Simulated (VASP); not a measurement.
# FeO (F-43m) in VASP: settings compared

The runs below take FeO through single point, with PBE, PBEsol-based screened hybrid with 25 % exact exchange, PBEsol-based global hybrid with 25 % exact exchange.

All numbers are computed with VASP 6.6.1; they aren't measurements. Logs are shortened: lines on timing, memory, paths and dates and some standing lists are left out, and cuts for length are marked.

## 1. The cell of the first run

The structure is cubic, space group F-43m (No. 216). The conventional cell has a = 4.667 Å, b = 4.667 Å, c = 4.667 Å, α = 90.00°, β = 90.00°, γ = 90.00°. Within 2.7 Å of Fe (site symmetry -43m) lie 4 O at 2.02 Å. Within 2.7 Å of O (site symmetry -43m) lie 4 Fe at 2.02 Å.

## 2. Single point, PBE, collinear spin, ferromagnetic start

Input file INCAR:

```
SYSTEM = FeO
ALGO = Normal ; EDIFF = 1E-6
ENCUT = 600 ; GGA = PE
GGA_COMPAT = .False. ; ISIF = 2
ISMEAR = -1 ; ISPIN = 2
LASPH = .True. ; LCHARG = .True.
LELF = .True. ; LMAXMIX = 4
LORBIT = 11 ; LREAL = .False.
LVHAR = .True. ; LWAVE = .False.
MAGMOM = 3 0 ; NBANDS = 22
NELM = 200 ; PREC = Accurate
SIGMA = 0.05
```

Input file KPOINTS:

```
k-points
0
Gamma
  10 10 10
  0 0 0
```

Input file POSCAR:

```
FeO
1.0
    0.0000000000      2.3332595778      2.3332595778
    2.3332595778      0.0000000000      2.3332595778
    2.3332595778      2.3332595778      0.0000000000
Fe O
1 1
Direct
    0.0000000000      0.0000000000      0.0000000000
    0.2500000000      0.2500000000      0.2500000000
```

Potentials or basis: VASP PAW PBE potentials, release 64 (Fe_sv, O).

Launch:

```
$ cat potpaw_PBE.64/Fe_sv/POTCAR potpaw_PBE.64/O/POTCAR > POTCAR
$ mpirun -np 1 vasp_std > vasp.out
```

OUTCAR:

```text
SYSTEM = FeO
   EDIFF = 1E-6
   ENCUT = 600
   GGA = PE
   ISIF = 2
   ISMEAR = -1
   ISPIN = 2
   LASPH = .True.
   LORBIT = 11
   LREAL = .False.
   NELM = 200
   PREC = Accurate

 ion  position               nearest neighbor table
   1  0.000  0.000  0.000-   2 2.02   2 2.02   2 2.02   2 2.02
   2  0.250  0.250  0.250-   1 2.02   1 2.02   1 2.02   1 2.02

  LATTYP: Found a face centered cubic cell.
 ALAT       =     4.6665191556

  Lattice vectors:

 A1 = (   0.0000000000,   2.3332595778,   2.3332595778)
 A2 = (   2.3332595778,   0.0000000000,   2.3332595778)
 A3 = (   2.3332595778,   2.3332595778,   0.0000000000)

Analysis of symmetry for initial positions (statically):
=====================================================================
 Subroutine PRICEL returns:
 Original cell was already a primitive cell.

 Routine SETGRP: Setting up the symmetry group for a
 face centered cubic supercell.

 Subroutine GETGRP returns: Found 24 space group operations
 (whereof 24 operations were pure point group operations)
 out of a pool of 48 trial point group operations.

The static configuration has the point symmetry T_d .

Analysis of symmetry for dynamics (positions and initial velocities):
=====================================================================
 Subroutine PRICEL returns:
 Original cell was already a primitive cell.

 Routine SETGRP: Setting up the symmetry group for a
 face centered cubic supercell.

 Subroutine GETGRP returns: Found 24 space group operations
 (whereof 24 operations were pure point group operations)
 out of a pool of 48 trial point group operations.

The dynamic configuration has the point symmetry T_d .

Analysis of structural, dynamic, and magnetic symmetry:
=====================================================================
 Subroutine PRICEL returns:
 Original cell was already a primitive cell.

 Routine SETGRP: Setting up the symmetry group for a
 face centered cubic supercell.

 Subroutine GETGRP returns: Found 24 space group operations
 (whereof 24 operations were pure point group operations)
 out of a pool of 48 trial point group operations.

The overall configuration has the point symmetry T_d .

 Subroutine INISYM returns: Found 24 space group operations
 (whereof 24 operations are pure point group operations),
 and found     1 'primitive' translations

----------------------------------------------------------------------------------------

                                     Primitive cell

  volume of cell :      25.4050

  direct lattice vectors                    reciprocal lattice vectors
     0.000000000  2.333259578  2.333259578    -0.214292488  0.214292488  0.214292488
     2.333259578  0.000000000  2.333259578     0.214292488 -0.214292488  0.214292488
     2.333259578  2.333259578  0.000000000     0.214292488  0.214292488 -0.214292488

  length of vectors
     3.299727339  3.299727339  3.299727339     0.371165477  0.371165477  0.371165477

  position of ions in fractional coordinates (direct lattice)
     0.000000000  0.000000000  0.000000000
     0.250000000  0.250000000  0.250000000

  ion indices of the primitive-cell ions
   primitive index   ion index
                 1           1
                 2           2

----------------------------------------------------------------------------------------

 KPOINTS: k-points

Automatic generation of k-mesh.
 Grid dimensions read from file:
 generate k-points for:   10   10   10

 Generating k-lattice:

  Cartesian coordinates                     Fractional coordinates (reciprocal lattice)
    -0.021429249  0.021429249  0.021429249     0.100000000  0.000000000  0.000000000
     0.021429249 -0.021429249  0.021429249     0.000000000  0.100000000  0.000000000
     0.021429249  0.021429249 -0.021429249     0.000000000  0.000000000  0.100000000

  Length of vectors
     0.037116548  0.037116548  0.037116548

  Shift w.r.t. Gamma in fractional coordinates (k-lattice)
     0.000000000  0.000000000  0.000000000

 Subroutine IBZKPT returns following result:
 ===========================================

 Found     47 irreducible k-points:

 Following reciprocal coordinates:
            Coordinates               Weight
  0.000000  0.000000  0.000000      1.000000
  0.100000  0.000000  0.000000      8.000000
  0.200000  0.000000  0.000000      8.000000
  0.300000  0.000000  0.000000      8.000000
  0.400000  0.000000  0.000000      8.000000
  0.500000  0.000000  0.000000      4.000000
[... 16 lines left out ...]
  0.300000  0.300000  0.000000      6.000000
  0.400000  0.300000  0.000000     24.000000
 [... further k-points ...]
   k-points           NKPTS =     47   k-points in BZ     NKDIM =     47   number of bands    NBANDS=     22
   number of dos      NEDOS =    301   number of ions     NIONS =      2
   total plane-waves  NPLWV =  21952
   dimension x,y,z NGX =    28 NGY =   28 NGZ =   28
   dimension x,y,z NGXF=    56 NGYF=   56 NGZF=   56
   ions per type =               1   1
   NGX,Y,Z   is equivalent  to a cutoff of  14.11, 14.11, 14.11 a.u.
   NGXF,Y,Z  is equivalent  to a cutoff of  28.21, 28.21, 28.21 a.u.
 SYSTEM =  FeO
   PREC   = accura    normal or accurate (medium, high low for compatibility)
   ISTART =      0    job   : 0-new  1-cont  2-samecut
   ICHARG =      2    charge: 1-file 2-atom 10-const
   ISPIN  =      2    spin polarized calculation?
   LNONCOLLINEAR =      F non collinear calculations
   LSORBIT =      F    spin-orbit coupling
   LASPH  =      T    aspherical Exc in radial PAW
   ENCUT  =  600.0 eV  44.10 Ry    6.64 a.u.   6.59  6.59  6.59*2*pi/ulx,y,z
   NELM   =    200;   NELMIN=  2; NELMDL= -5     # of ELM steps
   EDIFF  = 0.1E-05   stopping-criterion for ELM
   LREAL  =      F    real-space projection
   EDIFFG = 0.1E-04   stopping-criterion for IOM
   NSW    =      0    number of steps for IOM
   IBRION =     -1    ionic relax: 0-MD 1-quasi-New 2-CG
   NFREE  =      0    steps in history (QN), initial steepest desc. (CG)
   ISIF   =      2    stress and relaxation
   ISYM   =      2    0-nonsym 1-usesym 2-fastsym
   POTIM  = 0.5000    time-step for ionic-motion
   TEBEG  =    0.0;   TEEND  =   0.0 temperature during run
   PSTRESS=    0.0 pullay stress
   NELECT =      22.0000    total number of electrons
   NUPDOWN=      -1.0000    fix difference up-down
   EMIN   =  10.00;   EMAX   =-10.00  energy-range for DOS
   EFERMI =   0.00;   METHOD = LEGACY
   ISMEAR =    -1;   SIGMA  =   0.05  broadening in eV -4-tet -1-fermi 0-gaus
   EFERMI_NEDOS =   21; number of points for ismear=-14 and -15
   IALGO  =     38    algorithm
   IMIX   =      4    mixing-type and parameters
     AMIX     =   0.40;   BMIX     =  1.00
     AMIX_MAG =   1.60;   BMIX_MAG =  1.00
  volume/ion in A,a.u.               =      12.70        85.72
  Fermi-wavevector in a.u.,A,eV,Ry     =   1.560424  2.948774 33.129147  2.434924
  Thomas-Fermi vector in A             =   2.663638
   LORBIT       =     11    0 simple, 1 ext, 2 COOP (PROOUT), +10 PAW based schemes
   GGA     = PE    functional components
   LHFCALC =     F    Hartree Fock is set to
   AEXX    =    0.0000 exact exchange contribution
   IVDW    =     0    specifies the selected vdW correction
   LEPSILON=     F    determine dielectric tensor
   LRPA    =     F    only Hartree local field effects (RPA)
 spin polarized calculation
  energy-cutoff  :      600.00
  volume of cell :       25.40
 maximum number of plane-waves:       875
 NGX is ok and might be reduce to    28
   NGX = 13   NGY = 13   NGZ = 13

 number of electron      22.0000010 magnetization       4.0184115

 Free energy of the ion-electron system (eV)
  ---------------------------------------------------
  ext. energy  EPLUGINS =         0.00000000
  ---------------------------------------------------
  free energy    TOTEN  =       -15.07241861 eV

  energy without entropy =      -15.05397997  energy(sigma->0) =      -15.06319929

 E-fermi :   6.9020     XC(G=0): -10.9717

 val. band max:        6.8835323667   @ k =   0.5000   0.1000   0.0000
 cond. band min:       6.9037957830   @ k =  -0.3000   0.2000   0.0000
 fundamental gap:      0.0202634163
 Fermi energy:         6.9020031889

 spin component 1

 k-point     1 :       0.0000    0.0000    0.0000
  band No.  band energies     occupation
      1     -83.0415      1.00000
      2     -49.0700      1.00000
      3     -49.0700      1.00000
      4     -49.0700      1.00000
      5     -13.1713      1.00000
      6       0.4391      1.00000
[... 14 lines left out ...]
     21      25.3538      0.00000
     22      27.4988      0.00000

 k-point     2 :       0.1000    0.0000    0.0000
  band No.  band energies     occupation
      1     -83.0414      1.00000
      2     -49.0723      1.00000
      3     -49.0704      1.00000
      4     -49.0704      1.00000
      5     -13.1242      1.00000
      6       0.3124      1.00000
[... 14 lines left out ...]
     21      27.2924      0.00000
     22      28.4733      0.00000

 k-point     3 :       0.2000    0.0000    0.0000
  band No.  band energies     occupation
      1     -83.0409      1.00000
      2     -49.0769      1.00000
      3     -49.0714      1.00000
      4     -49.0714      1.00000
      5     -12.9998      1.00000
      6       0.0611      1.00000
[... 14 lines left out ...]
     21      29.6813      0.00000
     22      30.1087      0.00000
[... 476 lines left out ...]
 k-point    23 :       0.3000    0.3000    0.0000
  band No.  band energies     occupation
      1     -83.0400      1.00000
      2     -49.0828      1.00000
      3     -49.0746      1.00000
      4     -49.0746      1.00000
      5     -12.7415      1.00000
      6      -0.3568      1.00000
[... 14 lines left out ...]
     21      31.1895      0.00000
     22      31.1895      0.00000

 k-point    24 :       0.4000    0.3000    0.0000
  band No.  band energies     occupation
      1     -83.0397      1.00000
      2     -49.0857      1.00000
      3     -49.0761      1.00000
      4     -49.0754      1.00000
      5     -12.6437      1.00000
      6      -0.3646      1.00000
[... 14 lines left out ...]
     21      31.1395      0.00000
     22      32.9223      0.00000

 [... further k-points ...]

 spin component 2

 k-point     1 :       0.0000    0.0000    0.0000
  band No.  band energies     occupation
      1     -78.9080      1.00000
      2     -45.0312      1.00000
      3     -45.0312      1.00000
      4     -45.0312      1.00000
      5     -12.6305      1.00000
      6       1.7982      1.00000
[... 14 lines left out ...]
     21      25.7181      0.00000
     22      28.4118      0.00000

 k-point     2 :       0.1000    0.0000    0.0000
  band No.  band energies     occupation
      1     -78.9078      1.00000
      2     -45.0341      1.00000
      3     -45.0317      1.00000
      4     -45.0317      1.00000
      5     -12.5815      1.00000
      6       1.5657      1.00000
[... 14 lines left out ...]
     21      27.7052      0.00000
     22      29.2984      0.00000

 k-point     3 :       0.2000    0.0000    0.0000
  band No.  band energies     occupation
      1     -78.9073      1.00000
      2     -45.0404      1.00000
      3     -45.0329      1.00000
      4     -45.0329      1.00000
      5     -12.4518      1.00000
      6       1.1008      1.00000
[... 14 lines left out ...]
     21      30.2153      0.00000
     22      30.8622      0.00000
[... 476 lines left out ...]
 k-point    23 :       0.3000    0.3000    0.0000
  band No.  band energies     occupation
      1     -78.9063      1.00000
      2     -45.0484      1.00000
      3     -45.0374      1.00000
      4     -45.0374      1.00000
      5     -12.1822      1.00000
      6       0.6014      1.00000
[... 14 lines left out ...]
     21      31.8737      0.00000
     22      31.8737      0.00000

 k-point    24 :       0.4000    0.3000    0.0000
  band No.  band energies     occupation
      1     -78.9059      1.00000
      2     -45.0523      1.00000
      3     -45.0394      1.00000
      4     -45.0385      1.00000
      5     -12.0796      1.00000
      6       0.5364      1.00000
[... 14 lines left out ...]
     21      31.6988      0.00000
     22      33.5687      0.00000

 [... further k-points ...]

------------------------ aborting loop because EDIFF is reached ----------------------------------------

  FORCE on cell =-STRESS in cart. coord.  units (eV):
  Direction    XX          YY          ZZ          XY          YZ          ZX
  --------------------------------------------------------------------------------------
  -------------------------------------------------------------------------------------
  Total       -1.1939035     -1.1939035     -1.1939035      0.0000000     -0.0000000      0.0000000
  in kB      -75.2940490    -75.2940490    -75.2940490      0.0000000     -0.0000000      0.0000000
  external PRESSURE =     -75.2940490 kB  Pullay stress =       0.0000000 kB

 VOLUME and BASIS-vectors are now :
 -----------------------------------------------------------------------------
  energy-cutoff  :      600.00
  volume of cell :       25.40
      direct lattice vectors                 reciprocal lattice vectors
     0.000000000  2.333259578  2.333259578    -0.214292488  0.214292488  0.214292488
     2.333259578  0.000000000  2.333259578     0.214292488 -0.214292488  0.214292488
     2.333259578  2.333259578  0.000000000     0.214292488  0.214292488 -0.214292488

 POSITION                                       TOTAL-FORCE (eV/Angst)
 -----------------------------------------------------------------------------------
      0.00000      0.00000      0.00000        -0.000000     -0.000000     -0.000000
      1.16663      1.16663      1.16663         0.000000      0.000000      0.000000
 -----------------------------------------------------------------------------------
    total drift:                                0.000000      0.000000      0.000000

  FREE ENERGIE OF THE ION-ELECTRON SYSTEM (eV)
  ---------------------------------------------------
  free  energy   TOTEN  =       -15.0724186106 eV

  energy  without entropy=      -15.0539799708  energy(sigma->0) =      -15.06319929

 total charge

# of ion       s       p       d       tot
------------------------------------------
    1        2.116   6.008   5.468  13.592
    2        1.549   3.438   0.000   4.986
--------------------------------------------------
tot          3.665   9.446   5.468  18.578

 magnetization (x)

# of ion       s       p       d       tot
------------------------------------------
    1        0.016   0.017   3.421   3.453
    2        0.020   0.271   0.000   0.291
--------------------------------------------------
tot          0.036   0.288   3.421   3.745
```

Run time: 81 s. Hardware: 1 thread of Intel Xeon Platinum 8488C (Sapphire Rapids), shared host; peak memory 0.19 GiB.

Results:

* Free energy: -15.0724 eV
* Pressure: -7.5 GPa
* Band gap on the k mesh: zero (filled and empty bands overlap)
* Net moment: 4.02 μB per cell
* Site moments: Fe +3.45; O +0.29 μB
* Valence electrons inside the program's atomic spheres: Fe 13.59; O 4.99

Levels at points of the mesh, in eV from the Fermi level:
Spin up:
```
           k point  band 10  band 11  band 12  band 13  band 14  band 15  band 16  band 17
(0.00, 0.00, 0.00)    -3.51    -0.89    -0.45    -0.45    -0.45    12.59    12.59    12.59
(0.50, 0.00, 0.00)    -3.34    -3.16    -1.29    -1.29     4.40     5.78    12.11    12.11
(0.50, 0.50, 0.00)    -3.22    -2.71    -2.40    -2.40     4.16     8.36     9.73    12.50
```
Spin down:
```
           k point  band 5  band 6  band 7  band 8  band 9  band 10  band 11  band 12  band 13  band 14
(0.00, 0.00, 0.00)  -19.53   -5.10   -5.10   -5.10   -0.33     0.15     0.15     2.32     2.32     2.32
(0.50, 0.00, 0.00)  -19.01   -6.52   -4.88   -4.88    0.10     0.31     0.31     1.54     1.54     5.14
(0.50, 0.50, 0.00)  -18.85   -6.50   -4.69   -4.69   -1.00     0.47     0.56     0.89     0.89     5.31
```

Caveat: the cell stands under tension; a cell with one magnetic atom can't hold antiferromagnetic order, which such compounds often take; semilocal functionals often make such compounds metallic where correlation or magnetic order opens a gap, which also shifts bond lengths. With open d or f shells a metallic result of PBE can be an artefact of self-interaction; +U or a hybrid may open a gap.

[end of part 1 of 2]
